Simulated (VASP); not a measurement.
# Ta2N (P-3m1) in VASP: notebook

Runs on Ta2N. Level: LDA. Tasks: single point.

All numbers are computed with VASP 6.6.1; they aren't measurements. Logs are shortened: lines on timing, memory, paths and dates and some standing lists are left out, and cuts for length are marked.

## (1) The cell of the first run

Symmetry: P-3m1, No. 164, trigonal system. Conventional cell: a = 3.034 Å, b = 3.034 Å, c = 5.004 Å, α = 90.00°, β = 90.00°, γ = 120.00°. Within 2.9 Å of Ta (site symmetry 3m) lie 3 N at 2.16 Å. N (site symmetry -3m) has 6 Ta at 2.16 Å within 2.9 Å.

## (2) Single point, LDA (13.30 Å³/atom)

File INCAR:

```
ALGO = Normal
EDIFF = 1E-6
ENCUT = 520
GGA = CA
ISIF = 2
ISMEAR = 0
LASPH = T
LCHARG = T
LELF = T
LREAL = F
LVHAR = T
LWAVE = F
NBANDS = 20
NELM = 100
PREC = Accurate
SIGMA = 0.15
```

File KPOINTS:

```
k-points
0
Gamma
  18 18 10
```

File POSCAR:

```
Ta2N
1.0
    3.0342993158      0.0000000000      0.0000000000
   -1.5171496579      2.6277802902      0.0000000000
    0.0000000000      0.0000000000      5.0044698616
Ta N
2 1
Direct
    0.6666666667      0.3333333333      0.7466885012
    0.3333333333      0.6666666667      0.2533114988
    0.0000000000      0.0000000000      0.0000000000
```

Potentials or basis: VASP PAW LDA potentials, release 64 (Ta_pv, N).

On the command line:

```sh
$ cat potpaw_LDA.64/Ta_pv/POTCAR potpaw_LDA.64/N/POTCAR > POTCAR
$ mpirun -np 1 vasp_std > vasp.out
```

OUTCAR:

```text
EDIFF = 1E-6
   ENCUT = 520
   GGA = CA
   ISIF = 2
   ISMEAR = 0
   LASPH = T
   LREAL = F
   NELM = 100
   PREC = Accurate

 ion  position               nearest neighbor table
   1  0.667  0.333  0.747-   3 2.16   3 2.16   3 2.16   2 3.03   2 3.03   2 3.03   2 3.08   2 3.08
                             2 3.08
   2  0.333  0.667  0.253-   3 2.16   3 2.16   3 2.16   1 3.03   1 3.03   1 3.03   1 3.08   1 3.08
                             1 3.08
   3  0.000  0.000  0.000-   1 2.16   2 2.16   1 2.16   2 2.16   1 2.16   2 2.16

  LATTYP: Found a hexagonal cell.
 ALAT       =     3.0342993158
 C/A-ratio  =     1.6493000000

  Lattice vectors:

 A1 = (   3.0342993158,   0.0000000000,   0.0000000000)
 A2 = (  -1.5171496579,   2.6277802902,   0.0000000000)
 A3 = (   0.0000000000,   0.0000000000,   5.0044698616)

Analysis of symmetry for initial positions (statically):
=====================================================================
 Subroutine PRICEL returns:
 Original cell was already a primitive cell.

 Routine SETGRP: Setting up the symmetry group for a
 hexagonal supercell.

 Subroutine GETGRP returns: Found 12 space group operations
 (whereof 12 operations were pure point group operations)
 out of a pool of 24 trial point group operations.

The static configuration has the point symmetry D_3d.

Analysis of symmetry for dynamics (positions and initial velocities):
=====================================================================
 Subroutine PRICEL returns:
 Original cell was already a primitive cell.

 Routine SETGRP: Setting up the symmetry group for a
 hexagonal supercell.

 Subroutine GETGRP returns: Found 12 space group operations
 (whereof 12 operations were pure point group operations)
 out of a pool of 24 trial point group operations.

The dynamic configuration has the point symmetry D_3d.

 Subroutine INISYM returns: Found 12 space group operations
 (whereof 12 operations are pure point group operations),
 and found     1 'primitive' translations

----------------------------------------------------------------------------------------

                                     Primitive cell

  volume of cell :      39.9030

  direct lattice vectors                    reciprocal lattice vectors
     3.034299316  0.000000000  0.000000000     0.329565378  0.190274660  0.000000000
    -1.517149658  2.627780290  0.000000000     0.000000000  0.380549319  0.000000000
     0.000000000  0.000000000  5.004469862     0.000000000  0.000000000  0.199821365

  length of vectors
     3.034299316  3.034299316  5.004469862     0.380549319  0.380549319  0.199821365

  position of ions in fractional coordinates (direct lattice)
     0.666666667  0.333333333  0.746688501
     0.333333333  0.666666667  0.253311499
     0.000000000  0.000000000  0.000000000

  ion indices of the primitive-cell ions
   primitive index   ion index
                 1           1
                 2           2
                 3           3

----------------------------------------------------------------------------------------

 KPOINTS: k-points

Automatic generation of k-mesh.
 Grid dimensions read from file:
 generate k-points for:   18   18   10

 Generating k-lattice:

  Cartesian coordinates                     Fractional coordinates (reciprocal lattice)
     0.018309188  0.010570814  0.000000000     0.055555556  0.000000000  0.000000000
     0.000000000  0.021141629  0.000000000     0.000000000  0.055555556  0.000000000
     0.000000000  0.000000000  0.019982137     0.000000000  0.000000000  0.100000000

  Length of vectors
     0.021141629  0.021141629  0.019982137

  Shift w.r.t. Gamma in fractional coordinates (k-lattice)
     0.000000000  0.000000000  0.000000000

 Subroutine IBZKPT returns following result:
 ===========================================

 Found    330 irreducible k-points:

 Following reciprocal coordinates:
            Coordinates               Weight
  0.000000  0.000000  0.000000      1.000000
  0.055556 -0.000000  0.000000      6.000000
  0.111111 -0.000000  0.000000      6.000000
  0.166667 -0.000000  0.000000      6.000000
  0.222222  0.000000  0.000000      6.000000
  0.277778  0.000000  0.000000      6.000000
[... 16 lines left out ...]
  0.333333  0.111111  0.000000     12.000000
  0.388889  0.111111  0.000000     12.000000
 [... further k-points ...]
   k-points           NKPTS =    330   k-points in BZ     NKDIM =    330   number of bands    NBANDS=     20
   number of dos      NEDOS =    301   number of ions     NIONS =      3
   total plane-waves  NPLWV =  23040
   dimension x,y,z NGX =    24 NGY =   24 NGZ =   40
   dimension x,y,z NGXF=    48 NGYF=   48 NGZF=   80
   ions per type =               2   1
   NGX,Y,Z   is equivalent  to a cutoff of  13.15, 13.15, 13.29 a.u.
   NGXF,Y,Z  is equivalent  to a cutoff of  26.30, 26.30, 26.58 a.u.
 SYSTEM =  unknown system
   PREC   = accura    normal or accurate (medium, high low for compatibility)
   ISTART =      0    job   : 0-new  1-cont  2-samecut
   ICHARG =      2    charge: 1-file 2-atom 10-const
   ISPIN  =      1    spin polarized calculation?
   LNONCOLLINEAR =      F non collinear calculations
   LSORBIT =      F    spin-orbit coupling
   LASPH  =      T    aspherical Exc in radial PAW
   ENCUT  =  520.0 eV  38.22 Ry    6.18 a.u.   5.64  5.64  9.30*2*pi/ulx,y,z
   NELM   =    100;   NELMIN=  2; NELMDL= -5     # of ELM steps
   EDIFF  = 0.1E-05   stopping-criterion for ELM
   LREAL  =      F    real-space projection
   EDIFFG = 0.1E-04   stopping-criterion for IOM
   NSW    =      0    number of steps for IOM
   IBRION =     -1    ionic relax: 0-MD 1-quasi-New 2-CG
   NFREE  =      0    steps in history (QN), initial steepest desc. (CG)
   ISIF   =      2    stress and relaxation
   ISYM   =      2    0-nonsym 1-usesym 2-fastsym
   POTIM  = 0.5000    time-step for ionic-motion
   TEBEG  =    0.0;   TEEND  =   0.0 temperature during run
   PSTRESS=    0.0 pullay stress
   NELECT =      27.0000    total number of electrons
   NUPDOWN=      -1.0000    fix difference up-down
   EMIN   =  10.00;   EMAX   =-10.00  energy-range for DOS
   EFERMI =   0.00;   METHOD = LEGACY
   ISMEAR =     0;   SIGMA  =   0.15  broadening in eV -4-tet -1-fermi 0-gaus
   EFERMI_NEDOS =   21; number of points for ismear=-14 and -15
   IALGO  =     38    algorithm
   IMIX   =      4    mixing-type and parameters
     AMIX     =   0.40;   BMIX     =  1.00
     AMIX_MAG =   1.60;   BMIX_MAG =  1.00
  volume/ion in A,a.u.               =      13.30        89.76
  Fermi-wavevector in a.u.,A,eV,Ry     =   1.437234  2.715979 28.104771  2.065642
  Thomas-Fermi vector in A             =   2.556334
   LORBIT       =      0    0 simple, 1 ext, 2 COOP (PROOUT), +10 PAW based schemes
   GGA     = CA    functional components
   LHFCALC =     F    Hartree Fock is set to
   AEXX    =    0.0000 exact exchange contribution
   IVDW    =     0    specifies the selected vdW correction
   LEPSILON=     F    determine dielectric tensor
   LRPA    =     F    only Hartree local field effects (RPA)
 non-spin polarized calculation
 Gauss-broadening in eV      SIGMA  =   0.15
  energy-cutoff  :      520.00
  volume of cell :       39.90
 maximum number of plane-waves:      1105
 NGX is ok and might be reduce to    24
   NGX = 11   NGY = 11   NGZ = 19

 number of electron      27.0000001 magnetization

 Free energy of the ion-electron system (eV)
  ---------------------------------------------------
  ext. energy  EPLUGINS =         0.00000000
  ---------------------------------------------------
  free energy    TOTEN  =       -37.59532887 eV

  energy without entropy =      -37.58165077  energy(sigma->0) =      -37.58848982

 E-fermi :   7.5044     XC(G=0): -13.1708

 val. band max:        7.5043205642   @ k =   0.0000   0.4444   0.3000
 cond. band min:       7.5056754194   @ k =   0.1667   0.1667   0.1000
 fundamental gap:      0.0013548552
 Fermi energy:         7.5044420732

 k-point     1 :       0.0000    0.0000    0.0000
  band No.  band energies     occupation
      1     -27.9524      2.00000
      2     -27.0978      2.00000
      3     -27.0978      2.00000
      4     -26.9958      2.00000
      5     -26.9958      2.00000
      6     -26.9939      2.00000
[... 12 lines left out ...]
     19       8.7557      0.00000
     20      12.6650      0.00000

 k-point     2 :       0.0556   -0.0000    0.0000
  band No.  band energies     occupation
      1     -27.9423      2.00000
      2     -27.1221      2.00000
      3     -27.1057      2.00000
      4     -27.0199      2.00000
      5     -26.9983      2.00000
      6     -26.9961      2.00000
[... 12 lines left out ...]
     19       9.0541      0.00000
     20      12.6674      0.00000

 k-point     3 :       0.1111   -0.0000    0.0000
  band No.  band energies     occupation
      1     -27.9127      2.00000
      2     -27.1918      2.00000
      3     -27.1280      2.00000
      4     -27.0880      2.00000
      5     -27.0064      2.00000
      6     -27.0037      2.00000
[... 12 lines left out ...]
     19       9.7374      0.00000
     20      12.5694      0.00000

 k-point     4 :       0.1667   -0.0000    0.0000
  band No.  band energies     occupation
      1     -27.8659      2.00000
      2     -27.2981      2.00000
      3     -27.1887      2.00000
      4     -27.1607      2.00000
      5     -27.0202      2.00000
      6     -27.0177      2.00000
[... 12 lines left out ...]
     19      10.6581      0.00000
     20      12.3455      0.00000

 k-point     5 :       0.2222    0.0000    0.0000
  band No.  band energies     occupation
      1     -27.8056      2.00000
      2     -27.4274      2.00000
      3     -27.3072      2.00000
      4     -27.1989      2.00000
      5     -27.0388      2.00000
      6     -27.0385      2.00000
[... 12 lines left out ...]
     19      11.5503      0.00000
     20      12.1360      0.00000
[... 353 lines left out ...]
      6     -27.0752      2.00000
[... 12 lines left out ...]
     19      12.0564      0.00000
     20      12.5391      0.00000

 k-point    22 :       0.2778    0.1111    0.0000
  band No.  band energies     occupation
      1     -27.7121      2.00000
      2     -27.6128      2.00000
      3     -27.5512      2.00000
      4     -27.2968      2.00000
      5     -27.1345      2.00000
      6     -27.1103      2.00000
[... 12 lines left out ...]
     19      12.1280      0.00000
     20      12.9949      0.00000

 k-point    23 :       0.3333    0.1111    0.0000
  band No.  band energies     occupation
      1     -27.7913      2.00000
      2     -27.6285      2.00000
      3     -27.5441      2.00000
      4     -27.3400      2.00000
      5     -27.1585      2.00000
      6     -27.1469      2.00000
[... 12 lines left out ...]
     19      12.2021      0.00000
     20      12.8608      0.00000

 k-point    24 :       0.3889    0.1111    0.0000
  band No.  band energies     occupation
      1     -27.8497      2.00000
      2     -27.6674      2.00000
      3     -27.4925      2.00000
      4     -27.3678      2.00000
      5     -27.1894      2.00000
      6     -27.1661      2.00000
[... 12 lines left out ...]
     19      12.2755      0.00000
     20      12.6054      0.00000

 [... further k-points ...]
[... 5 lines left out ...]
  --------------------------------------------------------------------------------------
  -------------------------------------------------------------------------------------
  Total       -0.6554799     -0.6554799     -3.3395018      0.0000000     -0.0000000      0.0000000
  in kB      -26.3186999    -26.3186999   -134.0870113      0.0000000     -0.0000000      0.0000000
  external PRESSURE =     -62.2414704 kB  Pullay stress =       0.0000000 kB

 VOLUME and BASIS-vectors are now :
 -----------------------------------------------------------------------------
  energy-cutoff  :      520.00
  volume of cell :       39.90
      direct lattice vectors                 reciprocal lattice vectors
     3.034299316  0.000000000  0.000000000     0.329565378  0.190274660  0.000000000
    -1.517149658  2.627780290  0.000000000     0.000000000  0.380549319  0.000000000
     0.000000000  0.000000000  5.004469862     0.000000000  0.000000000  0.199821365

 POSITION                                       TOTAL-FORCE (eV/Angst)
 -----------------------------------------------------------------------------------
      1.51715      0.87593      3.73678         0.000000      0.000000     -0.253337
     -0.00000      1.75185      1.26769         0.000000     -0.000000      0.253337
      0.00000      0.00000      0.00000        -0.000000      0.000000      0.000000
 -----------------------------------------------------------------------------------
    total drift:                                0.000000     -0.000000      0.000000

  FREE ENERGIE OF THE ION-ELECTRON SYSTEM (eV)
  ---------------------------------------------------
  free  energy   TOTEN  =       -37.5953288666 eV

  energy  without entropy=      -37.5816507673  energy(sigma->0) =      -37.58848982
```

Wall time 2.7 min (1 thread of Intel Xeon Platinum 8488C (Sapphire Rapids), shared host); peak memory 0.33 GiB.

What came out:

```
Free energy            : -37.5953 eV
Pressure               : -6.2 GPa
Largest force          : 0.253 eV/Å
Band gap on the k mesh : zero (an odd number of electrons rules out a gap without spin polarisation)
```

Forces in eV/Å, atoms in the order of the input:
```
Ta   0.000  0.000 -0.253
Ta   0.000  0.000  0.253
N    0.000  0.000  0.000
```

Caveat: the cell stands under tension; spin-orbit coupling is left out, which moves the levels of the heavy elements.

## (3) Single point, LDA (13.65 Å³/atom)

This run uses another cell than the first one, of 13.65 Å³/atom.

File INCAR:

```
  ALGO = Normal
  EDIFF = 1E-6
  ENCUT = 520
  GGA = CA
  ISIF = 2
  ISMEAR = 0
  LASPH = T
  LCHARG = F
  LREAL = F
  LWAVE = F
  NBANDS = 20
  NELM = 80
  PREC = Accurate
  SIGMA = 0.15
```

KPOINTS is that of step 2.

File POSCAR:

```
Ta2N
1.0
    3.0331521400      0.0000000000      0.0000000000
   -1.5165760700      2.6267868068      0.0000000000
    0.0000000000      0.0000000000      5.1381597252
Ta N
2 1
Direct
    0.6666666667      0.3333333333      0.7466885012
    0.3333333333      0.6666666667      0.2533114988
    0.0000000000      0.0000000000      0.0000000000
```

Potentials or basis: VASP PAW LDA potentials, release 64 (Ta_pv, N).

On the command line:

```sh
$ cat potpaw_LDA.64/Ta_pv/POTCAR potpaw_LDA.64/N/POTCAR > POTCAR
$ mpirun -np 1 vasp_std > vasp.out
```

Run time: 2.5 min. Hardware: 1 thread of Intel Xeon Platinum 8488C (Sapphire Rapids), shared host; peak memory 0.34 GiB.

It converged, with:

* Free energy: -37.4760 eV
* Pressure: -12.9 GPa
* Largest force: 0.222 eV/Å
* Band gap on the k mesh: zero (an odd number of electrons rules out a gap without spin polarisation)

Forces on the atoms (eV/Å):
```
Ta   0.000  0.000 -0.222
Ta   0.000  0.000  0.222
N    0.000  0.000  0.000
```

Stress tensor (GPa, compression positive):
```
 -7.93   0.00   0.00
  0.00  -7.93   0.00
  0.00   0.00 -22.73
```

Levels at points of the mesh, in eV from the Fermi level:
```tsv
k point	band 12	band 13	band 14	band 15	band 16	band 17
(0.00, 0.00, 0.00)	-1.29	-0.21	-0.21	0.27	0.87	0.87
(0.50, 0.00, 0.00)	-2.25	-1.07	0.86	2.58	3.76	4.09
(0.00, 0.00, 0.50)	-2.80	-0.77	-0.77	1.38	2.27	2.27
(0.50, 0.00, 0.50)	-1.86	-1.85	-0.48	1.09	3.88	4.11
```

Caveat: the cell stands under tension; spin-orbit coupling is left out, which moves the levels of the heavy elements.
